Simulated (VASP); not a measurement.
# Te2Mo in VASP: notebook, part 2 of 2

VASP 6.6.1.

## 4. Single point, PBEsol

This run uses another cell than the first one, of 61.88 Å³/atom, 1.006 times its volume.

INCAR

```
SYSTEM = Te2Mo
PREC = Accurate ; ENCUT = 520
EDIFF = 1E-6 ; ISMEAR = 1
SIGMA = 0.1 ; LREAL = .False.
LASPH = .True. ; NELM = 80
ALGO = Normal ; ISIF = 2
LWAVE = .False. ; LCHARG = .False.
GGA = PS ; NBANDS = 20
```

KPOINTS

```
regular mesh
0
Gamma
  6 6 2
  0 0 0
```

POSCAR

```
Te2Mo
1.0
    3.5006083868     -0.0020857453     -0.0112786647
   -1.7521105686      3.0324136218     -0.0022488427
   -0.0558878609     -0.0450908574     17.4943421916
Te Mo
2 1
Direct
    0.3279327476      0.6527222361      0.8971777042
    0.3364686649      0.6581313773      0.1033475769
   -0.0007799632     -0.0113870381      0.0002957551
```

Potentials or basis: VASP PAW PBE potentials, release 64 (Te, Mo_sv).

Run with:

```sh
> cat potpaw_PBE.64/Te/POTCAR potpaw_PBE.64/Mo_sv/POTCAR > POTCAR
> mpirun -np 1 vasp_std > vasp.out
```

OUTCAR:

```text
SYSTEM = Te2Mo
   PREC = Accurate
   ENCUT = 520
   EDIFF = 1E-6
   ISMEAR = 1
   LREAL = .False.
   LASPH = .True.
   NELM = 80
   ISIF = 2
   GGA = PS

 ion  position               nearest neighbor table
   1  0.328  0.653  0.897-   3 2.71   3 2.71   3 2.71   2 3.61
   2  0.336  0.658  0.103-   3 2.71   3 2.71   3 2.71   1 3.61
   3  0.999  0.989  0.000-   2 2.71   2 2.71   1 2.71   1 2.71   2 2.71   1 2.71

  LATTYP: Found a triclinic cell.
 ALAT       =     3.4986161054
 B/A-ratio  =     1.0005748193
 C/A-ratio  =     5.0004027433
 COS(alpha) =     0.0064149163
 COS(beta)  =     0.0076955014
 COS(gamma) =     0.4992621176

  Lattice vectors:

 A1 = (   1.7484978182,   3.0303278765,  -0.0135275074)
 A2 = (   3.5006083868,  -0.0020857453,  -0.0112786647)
 A3 = (   0.0558878609,   0.0450908574, -17.4943421916)

Analysis of symmetry for initial positions (statically):
=====================================================================
 Subroutine PRICEL returns:
 Original cell was already a primitive cell.

 Routine SETGRP: Setting up the symmetry group for a
 triclinic supercell.

 Subroutine GETGRP returns: Found  1 space group operations
 (whereof  1 operations were pure point group operations)
 out of a pool of  2 trial point group operations.

The static configuration has the point symmetry C_1 .

Analysis of symmetry for dynamics (positions and initial velocities):
=====================================================================
 Subroutine PRICEL returns:
 Original cell was already a primitive cell.

 Routine SETGRP: Setting up the symmetry group for a
 triclinic supercell.

 Subroutine GETGRP returns: Found  1 space group operations
 (whereof  1 operations were pure point group operations)
 out of a pool of  2 trial point group operations.

The dynamic configuration has the point symmetry C_1 .

 Subroutine INISYM returns: Found  1 space group operations
 (whereof  1 operations are pure point group operations),
 and found     1 'primitive' translations

----------------------------------------------------------------------------------------
[... 111 lines left out ...]
   EFERMI_NEDOS =   21; number of points for ismear=-14 and -15
   IALGO  =     38    algorithm
   IMIX   =      4    mixing-type and parameters
     AMIX     =   0.40;   BMIX     =  1.00
     AMIX_MAG =   1.60;   BMIX_MAG =  1.00
  volume/ion in A,a.u.               =      61.88       417.59
  Fermi-wavevector in a.u.,A,eV,Ry     =   0.850175  1.606598  9.834260  0.722798
  Thomas-Fermi vector in A             =   1.966111
   LORBIT       =      0    0 simple, 1 ext, 2 COOP (PROOUT), +10 PAW based schemes
   GGA     = PS    functional components
   LHFCALC =     F    Hartree Fock is set to
   AEXX    =    0.0000 exact exchange contribution
   IVDW    =     0    specifies the selected vdW correction
   LEPSILON=     F    determine dielectric tensor
   LRPA    =     F    only Hartree local field effects (RPA)
 non-spin polarized calculation
 Methfessel and Paxton  Order N= 1 SIGMA  =   0.10
  energy-cutoff  :      520.00
  volume of cell :      185.64
 maximum number of plane-waves:      5064
 NGX is ok and might be reduce to    28
   NGX = 13   NGY = 13   NGZ = 65

 number of electron      26.0000001 magnetization

 Free energy of the ion-electron system (eV)
  ---------------------------------------------------
  ext. energy  EPLUGINS =         0.00000000
  ---------------------------------------------------
  free energy    TOTEN  =       -19.61203651 eV

  energy without entropy =      -19.61236355  energy(sigma->0) =      -19.61214552

 E-fermi :   0.3072     XC(G=0):  -4.8387

 val. band max:        0.2231112605   @ k =   0.3333   0.3333  -0.0000
 cond. band min:       1.4029118737   @ k =   0.3333   0.3333  -0.0000
 fundamental gap:      1.1798006132
 Fermi energy:         0.3072100361

 k-point     1 :       0.0000    0.0000    0.0000
  band No.  band energies     occupation
      1     -60.3152      2.00000
      2     -34.5270      2.00000
      3     -34.3762      2.00000
      4     -34.3742      2.00000
      5     -12.5261      2.00000
      6     -11.5552      2.00000
[... 541 lines left out ...]
     19       6.1752      0.00000
     20       6.8693      0.00000

 [... further k-points ...]
[... 5 lines left out ...]
  --------------------------------------------------------------------------------------
  -------------------------------------------------------------------------------------
  Total       -0.2264922     -0.2281955     -0.0746971      0.0212882      0.0271601      0.0325474
  in kB       -1.9547494     -1.9694505     -0.6446761      0.1837282      0.2344061      0.2809020
  external PRESSURE =      -1.5229587 kB  Pullay stress =       0.0000000 kB

 VOLUME and BASIS-vectors are now :
 -----------------------------------------------------------------------------
  energy-cutoff  :      520.00
  volume of cell :      185.64
      direct lattice vectors                 reciprocal lattice vectors
     3.500608387 -0.002085745 -0.011278665     0.285767322  0.165115653  0.001338497
    -1.752110569  3.032413622 -0.002248843     0.000199295  0.329886099  0.000850903
    -0.055887861 -0.045090857 17.494342192     0.000184261  0.000148856  0.057162310

 POSITION                                       TOTAL-FORCE (eV/Angst)
 -----------------------------------------------------------------------------------
     -0.04582      1.93819     15.69037        -0.002082     -0.010247      0.024014
      0.01895      1.99036      1.80272         0.015220      0.004374     -0.011095
      1.76570      2.99579     -0.00832        -0.013138      0.005873     -0.012919
 -----------------------------------------------------------------------------------
    total drift:                                0.000004     -0.000007     -0.000042

  FREE ENERGIE OF THE ION-ELECTRON SYSTEM (eV)
  ---------------------------------------------------
  free  energy   TOTEN  =       -19.6120365059 eV

  energy  without entropy=      -19.6123635538  energy(sigma->0) =      -19.61214552
```

OSZICAR:

```text
N       E                     dE             d eps       ncg     rms          rms(c)
DAV:   1     0.135484561629E+03    0.13548E+03   -0.11587E+04  2120   0.104E+03
DAV:   2    -0.116888512757E+02   -0.14717E+03   -0.14325E+03  2132   0.225E+02
DAV:   3    -0.201954425771E+02   -0.85066E+01   -0.84193E+01  2160   0.455E+01
[... 13 lines left out ...]
DAV:  17    -0.196119730635E+02   -0.73289E-04   -0.51941E-06  1956   0.784E-03    0.417E-03
DAV:  18    -0.196120198192E+02   -0.46756E-04   -0.15760E-06  1512   0.421E-03    0.245E-03
DAV:  19    -0.196120305751E+02   -0.10756E-04   -0.39473E-07  1468   0.285E-03    0.129E-03
DAV:  20    -0.196120358662E+02   -0.52911E-05   -0.22254E-07  1372   0.121E-03    0.967E-04
DAV:  21    -0.196120365059E+02   -0.63974E-06   -0.24401E-08  1204   0.689E-04
   1 F= -.19612037E+02 E0= -.19612146E+02  d E =0.327048E-03
```

Wall time 4.9 min (1 thread of Intel Xeon 6975P-C, shared host); peak memory 0.4 GiB.

What came out:

- Free energy: -19.6120 eV
- Largest force: 0.026 eV/Å
- Band gap on the k mesh: 1.18 eV, direct

Forces on the atoms (eV/Å):
```
Te  -0.002 -0.010  0.024
Te   0.015  0.004 -0.011
Mo  -0.013  0.006 -0.013
```

Levels at points of the mesh, in eV from the valence-band top:
| k point | band 10 | band 11 | band 12 | band 13 | band 14 | band 15 | band 16 | band 17 |
| --- | --- | --- | --- | --- | --- | --- | --- | --- |
| (0.00, 0.00, 0.00) | -1.64 | -0.84 | -0.83 | -0.54 | 3.25 | 3.25 | 3.54 | 3.56 |
| (0.50, 0.00, 0.00) | -2.31 | -1.67 | -0.77 | -0.22 | 1.52 | 1.83 | 3.36 | 3.81 |
| (0.00, 0.50, 0.00) | -2.30 | -1.67 | -0.77 | -0.21 | 1.52 | 1.83 | 3.36 | 3.81 |
| (0.50, 0.50, 0.00) | -2.29 | -1.68 | -0.78 | -0.20 | 1.52 | 1.82 | 3.37 | 3.82 |
| (0.00, 0.00, 0.50) | -1.64 | -0.84 | -0.83 | -0.54 | 3.25 | 3.25 | 3.54 | 3.56 |
| (0.50, 0.00, 0.50) | -2.31 | -1.67 | -0.77 | -0.22 | 1.52 | 1.83 | 3.36 | 3.81 |
| (0.00, 0.50, 0.50) | -2.30 | -1.67 | -0.77 | -0.21 | 1.52 | 1.83 | 3.36 | 3.81 |
| (0.50, 0.50, 0.50) | -2.29 | -1.68 | -0.78 | -0.20 | 1.52 | 1.82 | 3.37 | 3.82 |

Caveat: the PAW data sets were made with another functional, which shifts forces and pressure a little; spin-orbit coupling is left out, which moves the levels of the heavy elements.

## 5. Single point, PBEsol

This run uses another cell than the first one, of 61.71 Å³/atom, 1.003 times its volume.

INCAR

```
  ALGO = Normal
  EDIFF = 1E-6
  ENCUT = 520
  GGA = PS
  ISIF = 2
  ISMEAR = 1
  LASPH = T
  LCHARG = T
  LELF = T
  LREAL = F
  LVHAR = T
  LWAVE = F
  NBANDS = 20
  NELM = 100
  PREC = Accurate
  SIGMA = 0.1
```

KPOINTS

```
k-points
0
Gamma
  6 6 2
```

POSCAR

```
Te2Mo
1.0
    3.4948271238     -0.0014092880     -0.0116010876
   -1.7486341054      3.0271928757     -0.0023230730
   -0.0575609011     -0.0464917282     17.5034096354
Te Mo
2 1
Direct
    0.3280565591      0.6527901612      0.8971074077
    0.3363825871      0.6580629712      0.1034257961
   -0.0008176939     -0.0113865568      0.0002878234
```

Potentials or basis: VASP PAW PBE potentials, release 64 (Te, Mo_sv).

Run with:

```sh
> cat potpaw_PBE.64/Te/POTCAR potpaw_PBE.64/Mo_sv/POTCAR > POTCAR
> mpirun -np 1 vasp_std > vasp.out
```

OUTCAR:

```text
EDIFF = 1E-6
   ENCUT = 520
   GGA = PS
   ISIF = 2
   ISMEAR = 1
   LASPH = T
   LREAL = F
   NELM = 100
   PREC = Accurate

 ion  position               nearest neighbor table
   1  0.328  0.653  0.897-   3 2.71   3 2.71   3 2.71   2 3.61
   2  0.336  0.658  0.103-   3 2.71   3 2.71   3 2.71   1 3.61
   3  0.999  0.989  0.000-   1 2.71   2 2.71   2 2.71   1 2.71   1 2.71   2 2.71

  LATTYP: Found a triclinic cell.
 ALAT       =     3.4935297708
 B/A-ratio  =     1.0003769517
 C/A-ratio  =     5.0102810549
 COS(alpha) =     0.0066068891
 COS(beta)  =     0.0079298897
 COS(gamma) =     0.4994974859

  Lattice vectors:

 A1 = (   1.7461930184,   3.0257835877,  -0.0139241606)
 A2 = (   3.4948271238,  -0.0014092880,  -0.0116010876)
 A3 = (   0.0575609011,   0.0464917282, -17.5034096354)

Analysis of symmetry for initial positions (statically):
=====================================================================
 Subroutine PRICEL returns:
 Original cell was already a primitive cell.

 Routine SETGRP: Setting up the symmetry group for a
 triclinic supercell.

[... 161 lines left out ...]
 Free energy of the ion-electron system (eV)
  ---------------------------------------------------
  ext. energy  EPLUGINS =         0.00000000
  ---------------------------------------------------
  free energy    TOTEN  =       -19.61245928 eV

  energy without entropy =      -19.61279077  energy(sigma->0) =      -19.61256978

 E-fermi :   0.3265     XC(G=0):  -4.8445

 val. band max:        0.2424429850   @ k =   0.3333   0.3333   0.0000
 cond. band min:       1.4369102535   @ k =   0.3333   0.3333   0.0000
 fundamental gap:      1.1944672685
 Fermi energy:         0.3264529910

 k-point     1 :       0.0000    0.0000    0.0000
  band No.  band energies     occupation
      1     -60.2932      2.00000
      2     -34.5084      2.00000
      3     -34.3521      2.00000
      4     -34.3507      2.00000
      5     -12.5249      2.00000
      6     -11.5582      2.00000
[... 541 lines left out ...]
     19       6.1955      0.00000
     20       6.8936      0.00000

 [... further k-points ...]
[... 5 lines left out ...]
  --------------------------------------------------------------------------------------
  -------------------------------------------------------------------------------------
  Total       -0.1069278     -0.1108183     -0.0775653      0.0126614      0.0390268      0.0467584
  in kB       -0.9253840     -0.9590528     -0.6712721      0.1095749      0.3377489      0.4046605
  external PRESSURE =      -0.8519030 kB  Pullay stress =       0.0000000 kB

 VOLUME and BASIS-vectors are now :
 -----------------------------------------------------------------------------
  energy-cutoff  :      520.00
  volume of cell :      185.13
      direct lattice vectors                 reciprocal lattice vectors
     3.494827124 -0.001409288 -0.011601088     0.286208437  0.165327107  0.001380346
    -1.748634105  3.027192876 -0.002323073     0.000136156  0.330418367  0.000878089
    -0.057560901 -0.046491728 17.503409635     0.000189714  0.000153431  0.057132757

 POSITION                                       TOTAL-FORCE (eV/Angst)
 -----------------------------------------------------------------------------------
     -0.04663      1.93395     15.69712        -0.006234     -0.013635      0.022461
      0.01893      1.98680      1.80487         0.019200      0.007493     -0.014178
      1.76323      2.99130     -0.00885        -0.012965      0.006142     -0.008282
 -----------------------------------------------------------------------------------
    total drift:                                0.000189     -0.000119     -0.000167

  FREE ENERGIE OF THE ION-ELECTRON SYSTEM (eV)
  ---------------------------------------------------
  free  energy   TOTEN  =       -19.6124592819 eV

  energy  without entropy=      -19.6127907672  energy(sigma->0) =      -19.61256978
```

OSZICAR:

```text
N       E                     dE             d eps       ncg     rms          rms(c)
DAV:   1     0.137487111842E+03    0.13749E+03   -0.11523E+04  2128   0.104E+03
DAV:   2    -0.114865874315E+02   -0.14897E+03   -0.14484E+03  2156   0.228E+02
DAV:   3    -0.201887233193E+02   -0.87021E+01   -0.86211E+01  2152   0.461E+01
[... 13 lines left out ...]
DAV:  17    -0.196123955185E+02   -0.73866E-04   -0.54481E-06  1956   0.792E-03    0.431E-03
DAV:  18    -0.196124413062E+02   -0.45788E-04   -0.15338E-06  1512   0.437E-03    0.251E-03
DAV:  19    -0.196124534599E+02   -0.12154E-04   -0.46146E-07  1504   0.300E-03    0.117E-03
DAV:  20    -0.196124585440E+02   -0.50841E-05   -0.20908E-07  1376   0.125E-03    0.103E-03
DAV:  21    -0.196124592819E+02   -0.73790E-06   -0.27834E-08  1208   0.697E-04
   1 F= -.19612459E+02 E0= -.19612570E+02  d E =0.331485E-03
```

stdout:

```text
POSCAR found type information on POSCAR TeMo
 POSCAR found :  2 types and       3 ions
 scaLAPACK will be used
 -----------------------------------------------------------------------------
|                                                                             |
|                                                                             |
|     You enforced a specific xc type in the INCAR file but a different       |
|     I HOPE YOU KNOW WHAT YOU ARE DOING!                                     |
|                                                                             |
 -----------------------------------------------------------------------------

 LDA part: xc-table for (Slater+PW92), standard interpolation
 POSCAR, INCAR and KPOINTS ok, starting setup
 FFT: planning ... GRIDC
 FFT: planning ... GRID_SOFT
 FFT: planning ... GRID
 WAVECAR not read
 entering main loop
```

It took 4.7 min on 1 thread of Intel Xeon 6975P-C, shared host; peak memory 0.4 GiB.

What came out:

- Free energy: -19.6125 eV
- Largest force: 0.027 eV/Å
- Band gap on the k mesh: 1.19 eV, direct

Forces in eV/Å, atoms in the order of the input:
```
Te  -0.006 -0.014  0.022
Te   0.019  0.007 -0.014
Mo  -0.013  0.006 -0.008
```

Levels at points of the mesh, in eV from the valence-band top:
```csv
k point,band 9,band 10,band 11,band 12,band 13,band 14,band 15,band 16,band 17,band 18
"(0.00, 0.00, 0.00)",-1.63,-1.63,-0.83,-0.82,-0.56,3.27,3.27,3.56,3.57,4.25
"(0.50, 0.00, 0.00)",-3.37,-2.30,-1.68,-0.78,-0.20,1.53,1.83,3.36,3.81,4.00
"(0.00, 0.50, 0.00)",-3.37,-2.30,-1.69,-0.78,-0.20,1.53,1.83,3.36,3.82,4.00
"(0.50, 0.50, 0.00)",-3.37,-2.29,-1.69,-0.78,-0.19,1.53,1.83,3.37,3.82,4.00
"(0.00, 0.00, 0.50)",-1.63,-1.63,-0.83,-0.82,-0.56,3.27,3.27,3.56,3.57,4.39
"(0.50, 0.00, 0.50)",-3.37,-2.30,-1.68,-0.78,-0.20,1.53,1.83,3.36,3.81,4.00
"(0.00, 0.50, 0.50)",-3.37,-2.30,-1.69,-0.78,-0.20,1.53,1.83,3.36,3.82,4.00
"(0.50, 0.50, 0.50)",-3.37,-2.29,-1.69,-0.78,-0.19,1.53,1.83,3.37,3.82,4.00
```

Caveat: the PAW data sets were made with another functional, which shifts forces and pressure a little; spin-orbit coupling is left out, which moves the levels of the heavy elements.

## 6. Summary

```csv
cell,gap on the mesh (eV),largest force (eV/Å)
"a = 3.488, b = 3.489, c = 17.509 Å, angles 90.1, 90.4, 120.0°, 3 atoms",1.21,0.02
"a = 3.488, b = 3.489, c = 17.508 Å, angles 90.1, 90.4, 120.0°, 3 atoms",1.21,0.02
"a = 3.501, b = 3.502, c = 17.494 Å, angles 90.1, 90.4, 120.1°, 3 atoms",1.18,0.03
"a = 3.495, b = 3.496, c = 17.504 Å, angles 90.1, 90.4, 120.0°, 3 atoms",1.19,0.03
```

Alike in all rows: task single point; level PBEsol; potentials or basis VASP PAW PBE potentials, release 64 (Te, Mo_sv); no spin polarisation; k mesh 6 × 6 × 2; cutoff (eV) 520; smearing methfessel-paxton 0.1 eV.

Caveats: the PAW data sets were made with another functional, which shifts forces and pressure a little; spin-orbit coupling is left out, which moves the levels of the heavy elements.

Total energies depend on the potentials used, so only differences within one code and one set of settings carry meaning.
